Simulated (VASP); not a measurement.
# SiNi (Pmmn) in VASP: notebook

The runs below take SiNi through single point, with PBE.

Everything below comes from runs of VASP 6.6.1. Logs are shortened: lines on timing, memory, paths and dates and some standing lists are left out, and cuts for length are marked.

## Step 1: The cell of the first run

Symmetry: Pmmn, No. 59, orthorhombic system. The conventional cell has a = 3.027 Å, b = 3.273 Å, c = 4.698 Å, α = 90.00°, β = 90.00°, γ = 90.00°. Within 3.1 Å of Si (site symmetry mm2) lie 6 Ni at 2.34 to 2.40 Å and 6 Si at 2.68 to 3.03 Å. Ni (site symmetry mm2) has 6 Si at 2.34 to 2.40 Å and 6 Ni at 2.67 to 3.03 Å within 3.1 Å.

## Step 2: Single point, PBE

INCAR reads:

```
SYSTEM = SiNi
ALGO = Normal
EDIFF = 1E-6
ENCUT = 520
GGA = PE
ISIF = 2
ISMEAR = 0
LASPH = .True.
LCHARG = .True.
LELF = .True.
LREAL = .False.
LVHAR = .True.
LWAVE = .False.
NBANDS = 22
NELM = 80
PREC = Accurate
SIGMA = 0.1
```

KPOINTS reads:

```
k-points
0
Gamma
  14 12 10
  0 0 0
```

POSCAR reads:

```
SiNi
1.0
    3.0266200000      0.0000000000      0.0000000000
    0.0000000000      3.2735000000      0.0000000000
    0.0000000000      0.0000000000      4.6977600000
Si Ni
2 2
Direct
    0.5000000000      0.5000000000      0.8423000000
    0.0000000000      0.0000000000      0.1577000000
    0.5000000000      0.5000000000      0.3442200000
    0.0000000000      0.0000000000      0.6557800000
```

Potentials or basis: VASP PAW PBE potentials, release 64 (Si, Ni).

Started as:

```sh
$ cat potpaw_PBE.64/Si/POTCAR potpaw_PBE.64/Ni/POTCAR > POTCAR
$ mpirun -np 1 vasp_std > vasp.out
```

OUTCAR:

```text
SYSTEM = SiNi
   EDIFF = 1E-6
   ENCUT = 520
   GGA = PE
   ISIF = 2
   ISMEAR = 0
   LASPH = .True.
   LREAL = .False.
   NELM = 80
   PREC = Accurate

 ion  position               nearest neighbor table
   1  0.500  0.500  0.842-   3 2.34   3 2.36   4 2.40   4 2.40   4 2.40   4 2.40   2 2.68   2 2.68
                             2 2.68   2 2.68
   2  0.000  0.000  0.158-   4 2.34   4 2.36   3 2.40   3 2.40   3 2.40   3 2.40   1 2.68   1 2.68
                             1 2.68   1 2.68
   3  0.500  0.500  0.344-   1 2.34   1 2.36   2 2.40   2 2.40   2 2.40   2 2.40   4 2.67   4 2.67
                             4 2.67   4 2.67
   4  0.000  0.000  0.656-   2 2.34   2 2.36   1 2.40   1 2.40   1 2.40   1 2.40   3 2.67   3 2.67
                             3 2.67   3 2.67

  LATTYP: Found a simple orthorhombic cell.
 ALAT       =     3.0266200000
 B/A-ratio  =     1.0815695396
 C/A-ratio  =     1.5521472798

  Lattice vectors:

 A1 = (   3.0266200000,   0.0000000000,   0.0000000000)
 A2 = (   0.0000000000,   3.2735000000,   0.0000000000)
 A3 = (   0.0000000000,   0.0000000000,   4.6977600000)

Analysis of symmetry for initial positions (statically):
=====================================================================
 Subroutine PRICEL returns:
 Original cell was already a primitive cell.

 Routine SETGRP: Setting up the symmetry group for a
 simple orthorhombic supercell.

 Subroutine GETGRP returns: Found  8 space group operations
 (whereof  4 operations were pure point group operations)
 out of a pool of  8 trial point group operations.

The static configuration has the point symmetry C_2v.
 The point group associated with its full space group is D_2h.

Analysis of symmetry for dynamics (positions and initial velocities):
=====================================================================
 Subroutine PRICEL returns:
 Original cell was already a primitive cell.

 Routine SETGRP: Setting up the symmetry group for a
 simple orthorhombic supercell.

 Subroutine GETGRP returns: Found  8 space group operations
 (whereof  4 operations were pure point group operations)
 out of a pool of  8 trial point group operations.

The dynamic configuration has the point symmetry C_2v.
 The point group associated with its full space group is D_2h.

 Subroutine INISYM returns: Found  8 space group operations
 (whereof  4 operations are pure point group operations),
 and found     1 'primitive' translations

----------------------------------------------------------------------------------------
[... 98 lines left out ...]
   LREAL  =      F    real-space projection
   EDIFFG = 0.1E-04   stopping-criterion for IOM
   NSW    =      0    number of steps for IOM
   IBRION =     -1    ionic relax: 0-MD 1-quasi-New 2-CG
   NFREE  =      0    steps in history (QN), initial steepest desc. (CG)
   ISIF   =      2    stress and relaxation
   ISYM   =      2    0-nonsym 1-usesym 2-fastsym
   POTIM  = 0.5000    time-step for ionic-motion
   TEBEG  =    0.0;   TEEND  =   0.0 temperature during run
   PSTRESS=    0.0 pullay stress
   NELECT =      28.0000    total number of electrons
   NUPDOWN=      -1.0000    fix difference up-down
   EMIN   =  10.00;   EMAX   =-10.00  energy-range for DOS
   EFERMI =   0.00;   METHOD = LEGACY
   ISMEAR =     0;   SIGMA  =   0.10  broadening in eV -4-tet -1-fermi 0-gaus
   EFERMI_NEDOS =   21; number of points for ismear=-14 and -15
   IALGO  =     38    algorithm
   IMIX   =      4    mixing-type and parameters
     AMIX     =   0.40;   BMIX     =  1.00
     AMIX_MAG =   1.60;   BMIX_MAG =  1.00
  volume/ion in A,a.u.               =      11.64        78.52
  Fermi-wavevector in a.u.,A,eV,Ry     =   1.381997  2.611596 25.985987  1.909916
  Thomas-Fermi vector in A             =   2.506729
   LORBIT       =      0    0 simple, 1 ext, 2 COOP (PROOUT), +10 PAW based schemes
   GGA     = PE    functional components
   LHFCALC =     F    Hartree Fock is set to
   AEXX    =    0.0000 exact exchange contribution
   IVDW    =     0    specifies the selected vdW correction
   LEPSILON=     F    determine dielectric tensor
   LRPA    =     F    only Hartree local field effects (RPA)
 non-spin polarized calculation
 Gauss-broadening in eV      SIGMA  =   0.10
  energy-cutoff  :      520.00
  volume of cell :       46.54
 maximum number of plane-waves:      1274
 NGX is ok and might be reduce to    24
   NGX = 11   NGY = 13   NGZ = 17

 number of electron      28.0000015 magnetization

 Free energy of the ion-electron system (eV)
  ---------------------------------------------------
  ext. energy  EPLUGINS =         0.00000000
  ---------------------------------------------------
  free energy    TOTEN  =       -23.61092228 eV

  energy without entropy =      -23.60513920  energy(sigma->0) =      -23.60803074

 E-fermi :  11.2575     XC(G=0): -12.4566

 val. band max:       11.2424690029   @ k =   0.5000   0.3333   0.4000
 cond. band min:      11.2587716106   @ k =   0.0714   0.0000   0.3000
 fundamental gap:      0.0163026077
 Fermi energy:        11.2574650496

 k-point     1 :       0.0000    0.0000    0.0000
  band No.  band energies     occupation
      1      -2.5559      2.00000
      2       3.1825      2.00000
      3       4.8351      2.00000
      4       7.1504      2.00000
      5       7.7474      2.00000
      6       8.2974      2.00000
[... 589 lines left out ...]
     21      19.8328      0.00000
     22      19.8328      0.00000

 [... further k-points ...]

------------------------ aborting loop because EDIFF is reached ----------------------------------------

  FORCE on cell =-STRESS in cart. coord.  units (eV):
  Direction    XX          YY          ZZ          XY          YZ          ZX
  --------------------------------------------------------------------------------------
  -------------------------------------------------------------------------------------
  Total        0.3767794      0.2472098      0.4516455      0.0000000      0.0000000      0.0000000
  in kB       12.9699016      8.5097186     15.5470213      0.0000000      0.0000000      0.0000000
  external PRESSURE =      12.3422138 kB  Pullay stress =       0.0000000 kB

 VOLUME and BASIS-vectors are now :
 -----------------------------------------------------------------------------
  energy-cutoff  :      520.00
  volume of cell :       46.54
      direct lattice vectors                 reciprocal lattice vectors
     3.026620000  0.000000000  0.000000000     0.330401570  0.000000000  0.000000000
     0.000000000  3.273500000  0.000000000     0.000000000  0.305483428  0.000000000
     0.000000000  0.000000000  4.697760000     0.000000000  0.000000000  0.212867409

 POSITION                                       TOTAL-FORCE (eV/Angst)
 -----------------------------------------------------------------------------------
      1.51331      1.63675      3.95692         0.000000      0.000000      0.107839
      0.00000      0.00000      0.74084         0.000000      0.000000     -0.107839
      1.51331      1.63675      1.61706         0.000000      0.000000     -0.117065
      0.00000      0.00000      3.08070         0.000000      0.000000      0.117065
 -----------------------------------------------------------------------------------
    total drift:                                0.000000      0.000000      0.000000

  FREE ENERGIE OF THE ION-ELECTRON SYSTEM (eV)
  ---------------------------------------------------
  free  energy   TOTEN  =       -23.6109222775 eV

  energy  without entropy=      -23.6051392005  energy(sigma->0) =      -23.60803074
```

OSZICAR:

```text
N       E                     dE             d eps       ncg     rms          rms(c)
DAV:   1     0.141874058791E+03    0.14187E+03   -0.12282E+04 14784   0.149E+03
DAV:   2    -0.190598937621E+02   -0.16093E+03   -0.15186E+03 15018   0.285E+02
DAV:   3    -0.268532015217E+02   -0.77933E+01   -0.76029E+01 17808   0.746E+01
DAV:   4    -0.270235174371E+02   -0.17032E+00   -0.17010E+00 16962   0.100E+01
DAV:   5    -0.270286977457E+02   -0.51803E-02   -0.51798E-02 18318   0.184E+00    0.195E+01
DAV:   6    -0.320386427549E+02   -0.50099E+01   -0.55834E+01 17412   0.142E+02    0.268E+01
DAV:   7    -0.236567450618E+02    0.83819E+01   -0.20510E+01 17110   0.903E+01    0.389E+00
DAV:   8    -0.236506987630E+02    0.60463E-02   -0.18799E+00 22512   0.147E+01    0.237E+00
DAV:   9    -0.236115110081E+02    0.39188E-01   -0.17215E-01 19992   0.600E+00    0.448E-01
DAV:  10    -0.236113869579E+02    0.12405E-03   -0.48632E-03 20508   0.836E-01    0.280E-01
DAV:  11    -0.236109422542E+02    0.44470E-03   -0.84635E-04 22228   0.460E-01    0.541E-02
DAV:  12    -0.236109305751E+02    0.11679E-04   -0.62046E-05 18478   0.735E-02    0.290E-02
DAV:  13    -0.236109230251E+02    0.75500E-05   -0.97851E-06 22966   0.442E-02    0.102E-02
DAV:  14    -0.236109222775E+02    0.74758E-06   -0.18138E-06 10892   0.945E-03
   1 F= -.23610922E+02 E0= -.23608031E+02  d E =-.578308E-02
```

stdout:

```text
POSCAR found type information on POSCAR SiNi
 POSCAR found :  2 types and       4 ions
 scaLAPACK will be used
 LDA part: xc-table for (Slater+PW92), standard interpolation
 POSCAR, INCAR and KPOINTS ok, starting setup
 FFT: planning ... GRIDC
 FFT: planning ... GRID_SOFT
 FFT: planning ... GRID
 WAVECAR not read
 entering main loop
```

Wall time 7.9 min (1 thread of Intel Xeon 8259CL, shared host); peak memory 0.36 GiB.

Results:

```yaml
Free_energy: -23.6109 eV
Pressure: 1.2 GPa
Largest_force: 0.117 eV/Å
Band_gap_on_the_k_mesh: zero (bands 14 and 15 overlap by 2.39 eV)
```

Forces in eV/Å, atoms in the order of the input:
```
Si   0.000  0.000  0.108
Si   0.000  0.000 -0.108
Ni   0.000  0.000 -0.117
Ni   0.000  0.000  0.117
```

Levels at points of the mesh, in eV from the Fermi level:
| k point | band 10 | band 11 | band 12 | band 13 | band 14 | band 15 | band 16 | band 17 | band 18 | band 19 |
| --- | --- | --- | --- | --- | --- | --- | --- | --- | --- | --- |
| (0.00, 0.00, 0.00) | -2.56 | -2.30 | -1.94 | -1.93 | -1.06 | 0.77 | 2.96 | 5.10 | 5.35 | 6.79 |
| (0.50, 0.00, 0.00) | -2.50 | -2.46 | -2.46 | -1.63 | -1.63 | 1.66 | 1.66 | 3.51 | 3.51 | 6.17 |
| (0.00, 0.50, 0.00) | -2.62 | -2.20 | -2.20 | -2.04 | -2.04 | 1.25 | 1.25 | 4.58 | 4.58 | 7.47 |
| (0.50, 0.50, 0.00) | -3.20 | -1.97 | -1.97 | -1.62 | -1.62 | 1.50 | 1.50 | 2.02 | 2.02 | 3.93 |
| (0.00, 0.00, 0.50) | -2.67 | -2.65 | -1.99 | 1.27 | 1.93 | 2.23 | 2.53 | 2.58 | 3.63 | 3.97 |
| (0.50, 0.00, 0.50) | -2.33 | -2.11 | -2.11 | -1.45 | -1.45 | 3.77 | 3.77 | 5.31 | 5.31 | 5.81 |
| (0.00, 0.50, 0.50) | -2.41 | -1.97 | -1.97 | -1.90 | -1.90 | 4.99 | 4.99 | 5.29 | 5.29 | 7.14 |
| (0.50, 0.50, 0.50) | -2.69 | -1.99 | -1.99 | -1.56 | -1.56 | -0.37 | -0.37 | 0.96 | 0.96 | 8.25 |

## Step 3: Single point, PBE

INCAR reads:

```
SYSTEM = SiNi
ALGO     = Normal         ! electronic algorithm
EDIFF    = 1E-7           ! SCF threshold, eV
ENCUT    = 520            ! plane-wave cutoff, eV
GGA      = PE             ! functional
ISIF     = 2              ! what is computed and relaxed
ISMEAR   = 0              ! smearing method
LASPH    = .TRUE.         ! aspherical terms in the spheres
LCHARG   = .FALSE.        ! write CHGCAR
LREAL    = .FALSE.        ! projectors in reciprocal space
LWAVE    = .FALSE.        ! write WAVECAR
NBANDS   = 22             ! bands
NELM     = 80             ! most SCF steps
PREC     = Accurate       ! precision mode
SIGMA    = 0.02           ! smearing width, eV
```

KPOINTS reads:

```
k-points
0
G
  14 12 10
  0 0 0
```

POSCAR is that of step 2.

Potentials or basis: VASP PAW PBE potentials, release 64 (Si, Ni).

Started as:

```sh
$ cat potpaw_PBE.64/Si/POTCAR potpaw_PBE.64/Ni/POTCAR > POTCAR
$ mpirun -np 1 vasp_std > vasp.out
```

Run time: 9 min. Hardware: 1 thread of Intel Xeon 8259CL, shared host; peak memory 0.36 GiB.

It converged, with:

| Item | Value |
| --- | --- |
| Free energy | -23.6081 eV |
| Pressure | 1.2 GPa |
| Largest force | 0.117 eV/Å |
| Band gap on the k mesh | zero (bands 14 and 15 overlap by 2.39 eV) |

Forces on the atoms (eV/Å):
```
Si   0.000  0.000  0.117
Si   0.000  0.000 -0.117
Ni   0.000  0.000 -0.117
Ni   0.000  0.000  0.117
```

Stress tensor (GPa, compression positive):
```
1.22 0.00 0.00
0.00 0.86 0.00
0.00 0.00 1.41
```

Levels at points of the mesh, in eV from the Fermi level:
```
           k point  band 12  band 13  band 14  band 15  band 16  band 17
(0.00, 0.00, 0.00)    -1.94    -1.93    -1.06     0.77     2.95     5.09
(0.50, 0.00, 0.00)    -2.46    -1.63    -1.63     1.66     1.66     3.51
(0.00, 0.50, 0.00)    -2.21    -2.05    -2.05     1.24     1.24     4.58
(0.50, 0.50, 0.00)    -1.97    -1.62    -1.62     1.49     1.49     2.01
(0.00, 0.00, 0.50)    -1.99     1.27     1.93     2.22     2.53     2.58
(0.50, 0.00, 0.50)    -2.11    -1.45    -1.45     3.77     3.77     5.31
(0.00, 0.50, 0.50)    -1.97    -1.90    -1.90     4.99     4.99     5.28
(0.50, 0.50, 0.50)    -1.99    -1.57    -1.57    -0.37    -0.37     0.96
```
